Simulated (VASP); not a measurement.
# Mg (P6_3/mmc) in VASP: further runs, part 2 of 3

VASP 6.6.1. Earlier steps stand in the parts before.

**3. Electric field gradients, LDA (zz strain of +2 %)**

Input file INCAR:

```
PREC = Accurate ; ENCUT = 520
EDIFF = 1E-8 ; ISMEAR = -1
SIGMA = 0.05 ; LREAL = False
LASPH = True ; NELM = 60
ALGO = Normal ; ISIF = 2
LWAVE = False ; LCHARG = False
GGA = CA ; LEFG = True
NBANDS = 9
```

Input file KPOINTS:

```
Automatic mesh
0
Gamma
  12 12 7
```

Input file POSCAR:

```
Mg
1.0
    3.2092715325      0.0000000000      0.0000000000
   -1.6046357662      2.7793106748      0.0000000000
    0.0000000000      0.0000000000      5.3145366000
Mg
2
Direct
    0.3333333333      0.6666666667      0.2500000000
    0.6666666667      0.3333333333      0.7500000000
```

Potentials or basis: VASP PAW LDA potentials, release 64 (Mg).

Launch:

```sh
$ cat potpaw_LDA.64/Mg/POTCAR > POTCAR
$ mpirun -np 1 vasp_std > vasp.out
```

OUTCAR:

```text
PREC = Accurate
   ENCUT = 520
   EDIFF = 1E-8
   ISMEAR = -1
   LREAL = False
   LASPH = True
   NELM = 60
   ISIF = 2
   GGA = CA

 ion  position               nearest neighbor table
   1  0.333  0.667  0.250-   2 3.24   2 3.24   2 3.24   2 3.24   2 3.24   2 3.24
   2  0.667  0.333  0.750-   1 3.24   1 3.24   1 3.24   1 3.24   1 3.24   1 3.24

  LATTYP: Found a hexagonal cell.
 ALAT       =     3.2092715325
 C/A-ratio  =     1.6559946848

  Lattice vectors:

 A1 = (   3.2092715325,   0.0000000000,   0.0000000000)
 A2 = (  -1.6046357662,   2.7793106748,   0.0000000000)
 A3 = (   0.0000000000,   0.0000000000,   5.3145366000)

Analysis of symmetry for initial positions (statically):
[... 35 lines left out ...]
                                     Primitive cell

  volume of cell :      47.4033

  direct lattice vectors                    reciprocal lattice vectors
     3.209271532  0.000000000  0.000000000     0.311597193  0.179900723  0.000000000
    -1.604635766  2.779310675  0.000000000     0.000000000  0.359801446  0.000000000
     0.000000000  0.000000000  5.314536600     0.000000000  0.000000000  0.188163160

  length of vectors
     3.209271532  3.209271532  5.314536600     0.359801446  0.359801446  0.188163160

  position of ions in fractional coordinates (direct lattice)
     0.333333333  0.666666667  0.250000000
     0.666666667  0.333333333  0.750000000

  ion indices of the primitive-cell ions
   primitive index   ion index
                 1           1
                 2           2

----------------------------------------------------------------------------------------
[... 126 lines left out ...]
  band No.  band energies     occupation
      1      -4.4769      2.00000
      2       0.6171      2.00000
      3       0.8441      2.00000
      4      13.2249      0.00000
      5      13.2249      0.00000
      6      13.2483      0.00000
      7      13.2483      0.00000
      8      13.7904      0.00000
      9      15.6200      0.00000
[... 265 lines left out ...]
 k-point    24 :       0.3333    0.0000    0.1429
  band No.  band energies     occupation
      1      -2.2268      2.00000
      2       1.4117      2.00000
      3       3.7769      0.00000
      4       4.6003      0.00000
      5       7.4808      0.00000
      6       9.6892      0.00000
      7       9.8324      0.00000
      8      11.3150      0.00000
      9      12.9112      0.00000

 [... further k-points ...]
[... 5 lines left out ...]
  --------------------------------------------------------------------------------------
  -------------------------------------------------------------------------------------
  Total       -0.8069051     -0.8069051     -1.3700578     -0.0000000      0.0000000      0.0000000
  in kB      -27.2724448    -27.2724448    -46.3063470     -0.0000000      0.0000000      0.0000000
  external PRESSURE =     -33.6170789 kB  Pullay stress =       0.0000000 kB

 VOLUME and BASIS-vectors are now :
 -----------------------------------------------------------------------------
  energy-cutoff  :      520.00
  volume of cell :       47.40
      direct lattice vectors                 reciprocal lattice vectors
     3.209271532  0.000000000  0.000000000     0.311597193  0.179900723  0.000000000
    -1.604635766  2.779310675  0.000000000     0.000000000  0.359801446  0.000000000
     0.000000000  0.000000000  5.314536600     0.000000000  0.000000000  0.188163160

 POSITION                                       TOTAL-FORCE (eV/Angst)
 -----------------------------------------------------------------------------------
     -0.00000      1.85287      1.32863         0.000000     -0.000000      0.000000
      1.60464      0.92644      3.98590        -0.000000      0.000000      0.000000
 -----------------------------------------------------------------------------------
    total drift:                               -0.000000      0.000000     -0.000000

  FREE ENERGIE OF THE ION-ELECTRON SYSTEM (eV)
  ---------------------------------------------------
  free  energy   TOTEN  =        -3.5665215775 eV

  energy  without entropy=       -3.5574172439  energy(sigma->0) =       -3.56196941

 Electric field gradients (V/A^2)
---------------------------------------------------------------------
 ion       V_xx      V_yy      V_zz      V_xy      V_xz      V_yz
---------------------------------------------------------------------
   1      -1.044    -1.044     2.088    -0.000     0.000    -0.000
   2      -1.044    -1.044     2.088    -0.000    -0.000     0.000
---------------------------------------------------------------------

 Electric field gradients after diagonalization (V/A^2)
 (convention: |V_zz| > |V_xx| > |V_yy|)
----------------------------------------------------------------------
 ion       V_xx      V_yy      V_zz     asymmetry (V_yy - V_xx)/ V_zz
----------------------------------------------------------------------
   1      -1.044    -1.044     2.088       0.000
   2      -1.044    -1.044     2.088       0.000
----------------------------------------------------------------------

           NMR quadrupolar parameters

 Cq : quadrupolar parameter    Cq=e*Q*V_zz/h
 eta: asymmetry parameters     (V_yy - V_xx)/ V_zz
 Q  : nuclear electric quadrupole moment in mb (millibarn)
----------------------------------------------------------------------
 ion       Cq(MHz)       eta       Q (mb)
----------------------------------------------------------------------
   1       0.005       0.000       1.000
   2       0.005       0.000       1.000
----------------------------------------------------------------------
```

OSZICAR:

```text
N       E                     dE             d eps       ncg     rms          rms(c)
DAV:   1    -0.846878301179E+00   -0.84688E+00   -0.12757E+03  1368   0.312E+02
DAV:   2    -0.354258413751E+01   -0.26957E+01   -0.26029E+01  1843   0.271E+01
DAV:   3    -0.358739705043E+01   -0.44813E-01   -0.44406E-01  1749   0.276E+00
DAV:   4    -0.358752477269E+01   -0.12772E-03   -0.12771E-03  1741   0.148E-01
DAV:   5    -0.358752525460E+01   -0.48191E-06   -0.48218E-06  1748   0.919E-03    0.950E-01
DAV:   6    -0.357590724721E+01    0.11618E-01   -0.91879E-04  1560   0.161E-01    0.604E-01
DAV:   7    -0.356653086919E+01    0.93764E-02   -0.31349E-03  1471   0.294E-01    0.319E-02
DAV:   8    -0.356652275987E+01    0.81093E-05   -0.19589E-05  1927   0.226E-02    0.653E-03
DAV:   9    -0.356652157604E+01    0.11838E-05   -0.56868E-07  1572   0.330E-03    0.596E-04
DAV:  10    -0.356652157749E+01   -0.14496E-08   -0.28293E-09  1774   0.323E-04
   1 F= -.35665216E+01 E0= -.35619694E+01  d E =-.910433E-02
```

Wall time 14 s (1 thread of Intel Xeon Platinum 8259CL at 2.50GHz (Skylake/Cascade Lake), shared host); peak memory 0.15 GiB.

Results:

| Property | Result |
| --- | --- |
| Free energy | -3.5665 eV |
| Pressure | -3.4 GPa |
| Band gap on the k mesh | zero (band 2 reaches 3.35 eV, above the bottom of band 3 at 0.84 eV) |

Stress tensor (GPa, compression positive):
```
-2.73  0.00  0.00
 0.00 -2.73  0.00
 0.00  0.00 -4.63
```

Electric field gradients, principal values (V/Å²):
```
atom   least  middle  greatest (by size)
1 Mg  -1.044  -1.044               2.088
2 Mg  -1.044  -1.044               2.088
```

Caveat: the cell differs from its parent crystal (zz strain of +2 %); without QUAD_EFG the Cq values of the log hold for a quadrupole moment of 1 mb, not for the nuclei.

**4. Electric field gradients, LDA (zz strain of +2 %)**

Input file INCAR:

```
SYSTEM = Mg
  PREC = Accurate
  ENCUT = 520
  EDIFF = 1E-8
  ISMEAR = -1
  SIGMA = 0.05
  LREAL = .False.
  LASPH = .True.
  NELM = 80
  ALGO = Normal
  ISIF = 2
  LWAVE = .False.
  LCHARG = .False.
  GGA = CA
  LEFG = .True.
  NBANDS = 9
```

Input file KPOINTS:

```
regular mesh
0
Gamma
  12 12 7
  0 0 0
```

POSCAR is that of step 3.

Potentials or basis: VASP PAW LDA potentials, release 64 (Mg).

Launch:

```sh
$ cat potpaw_LDA.64/Mg/POTCAR > POTCAR
$ mpirun -np 1 vasp_std > vasp.out
```

OUTCAR:

```text
SYSTEM = Mg
   PREC = Accurate
   ENCUT = 520
   EDIFF = 1E-8
   ISMEAR = -1
   LREAL = .False.
   LASPH = .True.
   NELM = 80
   ISIF = 2
   GGA = CA

 ion  position               nearest neighbor table
   1  0.333  0.667  0.250-   2 3.24   2 3.24   2 3.24   2 3.24   2 3.24   2 3.24
   2  0.667  0.333  0.750-   1 3.24   1 3.24   1 3.24   1 3.24   1 3.24   1 3.24

  LATTYP: Found a hexagonal cell.
 ALAT       =     3.2092715325
 C/A-ratio  =     1.6559946848

  Lattice vectors:

 A1 = (   3.2092715325,   0.0000000000,   0.0000000000)
 A2 = (  -1.6046357662,   2.7793106748,   0.0000000000)
 A3 = (   0.0000000000,   0.0000000000,   5.3145366000)

Analysis of symmetry for initial positions (statically):
[... 35 lines left out ...]
                                     Primitive cell

  volume of cell :      47.4033

  direct lattice vectors                    reciprocal lattice vectors
     3.209271532  0.000000000  0.000000000     0.311597193  0.179900723  0.000000000
    -1.604635766  2.779310675  0.000000000     0.000000000  0.359801446  0.000000000
     0.000000000  0.000000000  5.314536600     0.000000000  0.000000000  0.188163160

  length of vectors
     3.209271532  3.209271532  5.314536600     0.359801446  0.359801446  0.188163160

  position of ions in fractional coordinates (direct lattice)
     0.333333333  0.666666667  0.250000000
     0.666666667  0.333333333  0.750000000

  ion indices of the primitive-cell ions
   primitive index   ion index
                 1           1
                 2           2

----------------------------------------------------------------------------------------

 KPOINTS: regular mesh

Automatic generation of k-mesh.
 Grid dimensions read from file:
 generate k-points for:   12   12    7

 Generating k-lattice:

  Cartesian coordinates                     Fractional coordinates (reciprocal lattice)
     0.025966433  0.014991727  0.000000000     0.083333333  0.000000000  0.000000000
     0.000000000  0.029983454  0.000000000     0.000000000  0.083333333  0.000000000
     0.000000000  0.000000000  0.026880451     0.000000000  0.000000000  0.142857143

  Length of vectors
     0.029983454  0.029983454  0.026880451

  Shift w.r.t. Gamma in fractional coordinates (k-lattice)
     0.000000000  0.000000000  0.000000000

 Subroutine IBZKPT returns following result:
 ===========================================

 Found     76 irreducible k-points:

 Following reciprocal coordinates:
            Coordinates               Weight
  0.000000  0.000000  0.000000      1.000000
  0.083333  0.000000  0.000000      6.000000
  0.166667  0.000000  0.000000      6.000000
  0.250000  0.000000  0.000000      6.000000
  0.333333  0.000000  0.000000      6.000000
  0.416667  0.000000  0.000000      6.000000
[... 16 lines left out ...]
  0.250000  0.000000  0.142857     12.000000
  0.333333  0.000000  0.142857     12.000000
 [... further k-points ...]
[... 22 lines left out ...]
   IBRION =     -1    ionic relax: 0-MD 1-quasi-New 2-CG
   NFREE  =      0    steps in history (QN), initial steepest desc. (CG)
   ISIF   =      2    stress and relaxation
   ISYM   =      2    0-nonsym 1-usesym 2-fastsym
   POTIM  = 0.5000    time-step for ionic-motion
   TEBEG  =    0.0;   TEEND  =   0.0 temperature during run
   PSTRESS=    0.0 pullay stress
   NELECT =       4.0000    total number of electrons
   NUPDOWN=      -1.0000    fix difference up-down
   EMIN   =  10.00;   EMAX   =-10.00  energy-range for DOS
   EFERMI =   0.00;   METHOD = LEGACY
   ISMEAR =    -1;   SIGMA  =   0.05  broadening in eV -4-tet -1-fermi 0-gaus
   EFERMI_NEDOS =   21; number of points for ismear=-14 and -15
   IALGO  =     38    algorithm
   IMIX   =      4    mixing-type and parameters
     AMIX     =   0.40;   BMIX     =  1.00
     AMIX_MAG =   1.60;   BMIX_MAG =  1.00
  volume/ion in A,a.u.               =      23.70       159.95
  Fermi-wavevector in a.u.,A,eV,Ry     =   0.718056  1.356930  7.015230  0.515605
  Thomas-Fermi vector in A             =   1.806896
   LORBIT       =      0    0 simple, 1 ext, 2 COOP (PROOUT), +10 PAW based schemes
   GGA     = CA    functional components
   LHFCALC =     F    Hartree Fock is set to
   AEXX    =    0.0000 exact exchange contribution
   IVDW    =     0    specifies the selected vdW correction
   LEPSILON=     F    determine dielectric tensor
   LRPA    =     F    only Hartree local field effects (RPA)
 non-spin polarized calculation
  energy-cutoff  :      520.00
  volume of cell :       47.40
 maximum number of plane-waves:      1299
 NGX is ok and might be reduce to    24
   NGX = 11   NGY = 11   NGZ = 19

 number of electron       4.0000000 magnetization

 Free energy of the ion-electron system (eV)
  ---------------------------------------------------
  ext. energy  EPLUGINS =         0.00000000
  ---------------------------------------------------
  free energy    TOTEN  =        -3.56652158 eV

  energy without entropy =       -3.55741724  energy(sigma->0) =       -3.56196941

 E-fermi :   2.2843     XC(G=0):  -8.5775

 val. band max:        2.2825828867   @ k =   0.0000   0.0000   0.1429
 cond. band min:       2.2966552571   @ k =   0.3333   0.1667   0.1429
 fundamental gap:      0.0140723704
 Fermi energy:         2.2842908324

 k-point     1 :       0.0000    0.0000    0.0000
  band No.  band energies     occupation
      1      -4.4769      2.00000
      2       0.6171      2.00000
      3       0.8441      2.00000
      4      13.2249      0.00000
      5      13.2249      0.00000
      6      13.2483      0.00000
      7      13.2483      0.00000
      8      13.7904      0.00000
      9      15.6200      0.00000
[... 265 lines left out ...]
 k-point    24 :       0.3333    0.0000    0.1429
  band No.  band energies     occupation
      1      -2.2268      2.00000
      2       1.4117      2.00000
      3       3.7769      0.00000
      4       4.6003      0.00000
      5       7.4808      0.00000
      6       9.6892      0.00000
      7       9.8324      0.00000
      8      11.3150      0.00000
      9      12.9112      0.00000

 [... further k-points ...]
[... 5 lines left out ...]
  --------------------------------------------------------------------------------------
  -------------------------------------------------------------------------------------
  Total       -0.8069051     -0.8069051     -1.3700578     -0.0000000      0.0000000      0.0000000
  in kB      -27.2724448    -27.2724448    -46.3063470     -0.0000000      0.0000000      0.0000000
  external PRESSURE =     -33.6170789 kB  Pullay stress =       0.0000000 kB

 VOLUME and BASIS-vectors are now :
 -----------------------------------------------------------------------------
  energy-cutoff  :      520.00
  volume of cell :       47.40
      direct lattice vectors                 reciprocal lattice vectors
     3.209271532  0.000000000  0.000000000     0.311597193  0.179900723  0.000000000
    -1.604635766  2.779310675  0.000000000     0.000000000  0.359801446  0.000000000
     0.000000000  0.000000000  5.314536600     0.000000000  0.000000000  0.188163160

 POSITION                                       TOTAL-FORCE (eV/Angst)
 -----------------------------------------------------------------------------------
     -0.00000      1.85287      1.32863         0.000000     -0.000000      0.000000
      1.60464      0.92644      3.98590        -0.000000      0.000000      0.000000
 -----------------------------------------------------------------------------------
    total drift:                               -0.000000      0.000000     -0.000000

  FREE ENERGIE OF THE ION-ELECTRON SYSTEM (eV)
  ---------------------------------------------------
  free  energy   TOTEN  =        -3.5665215775 eV

  energy  without entropy=       -3.5574172439  energy(sigma->0) =       -3.56196941

 Electric field gradients (V/A^2)
---------------------------------------------------------------------
 ion       V_xx      V_yy      V_zz      V_xy      V_xz      V_yz
---------------------------------------------------------------------
   1      -1.044    -1.044     2.088    -0.000     0.000    -0.000
   2      -1.044    -1.044     2.088    -0.000    -0.000     0.000
---------------------------------------------------------------------

 Electric field gradients after diagonalization (V/A^2)
 (convention: |V_zz| > |V_xx| > |V_yy|)
----------------------------------------------------------------------
 ion       V_xx      V_yy      V_zz     asymmetry (V_yy - V_xx)/ V_zz
----------------------------------------------------------------------
   1      -1.044    -1.044     2.088       0.000
   2      -1.044    -1.044     2.088       0.000
----------------------------------------------------------------------

           NMR quadrupolar parameters

 Cq : quadrupolar parameter    Cq=e*Q*V_zz/h
 eta: asymmetry parameters     (V_yy - V_xx)/ V_zz
 Q  : nuclear electric quadrupole moment in mb (millibarn)
----------------------------------------------------------------------
 ion       Cq(MHz)       eta       Q (mb)
----------------------------------------------------------------------
   1       0.005       0.000       1.000
   2       0.005       0.000       1.000
----------------------------------------------------------------------
```

OSZICAR:

```text
N       E                     dE             d eps       ncg     rms          rms(c)
DAV:   1    -0.846878301179E+00   -0.84688E+00   -0.12757E+03  1368   0.312E+02
DAV:   2    -0.354258413751E+01   -0.26957E+01   -0.26029E+01  1843   0.271E+01
DAV:   3    -0.358739705043E+01   -0.44813E-01   -0.44406E-01  1749   0.276E+00
DAV:   4    -0.358752477269E+01   -0.12772E-03   -0.12771E-03  1741   0.148E-01
DAV:   5    -0.358752525460E+01   -0.48191E-06   -0.48218E-06  1748   0.919E-03    0.950E-01
DAV:   6    -0.357590724721E+01    0.11618E-01   -0.91879E-04  1560   0.161E-01    0.604E-01
DAV:   7    -0.356653086919E+01    0.93764E-02   -0.31349E-03  1471   0.294E-01    0.319E-02
DAV:   8    -0.356652275987E+01    0.81093E-05   -0.19589E-05  1927   0.226E-02    0.653E-03
DAV:   9    -0.356652157604E+01    0.11838E-05   -0.56868E-07  1572   0.330E-03    0.596E-04
DAV:  10    -0.356652157749E+01   -0.14496E-08   -0.28293E-09  1774   0.323E-04
   1 F= -.35665216E+01 E0= -.35619694E+01  d E =-.910433E-02
```

stdout:

```text
POSCAR found type information on POSCAR Mg
 POSCAR found :  1 types and       2 ions
 scaLAPACK will be used
 LDA part: xc-table for (Slater(with rela. corr.)+CA(PZ))
 , standard interpolation
 POSCAR, INCAR and KPOINTS ok, starting setup
 FFT: planning ... GRIDC
 FFT: planning ... GRID_SOFT
 FFT: planning ... GRID
 WAVECAR not read
 entering main loop
ion   1

ion   2
```

Run time: 14 s. Hardware: 1 thread of Intel Xeon Platinum 8259CL at 2.50GHz (Skylake/Cascade Lake), shared host; peak memory 0.15 GiB.

What came out:

```yaml
Free_energy: -3.5665 eV
Pressure: -3.4 GPa
Band_gap_on_the_k_mesh: zero (band 2 reaches 3.35 eV, above the bottom of band 3 at 0.84 eV)
```

Electric field gradients, principal values (V/Å²):
```tsv
atom	least	middle	greatest (by size)
1 Mg	-1.044	-1.044	2.088
2 Mg	-1.044	-1.044	2.088
```

Caveat: the cell differs from its parent crystal (zz strain of +2 %); without QUAD_EFG the Cq values of the log hold for a quadrupole moment of 1 mb, not for the nuclei.

[end of part 2 of 3]
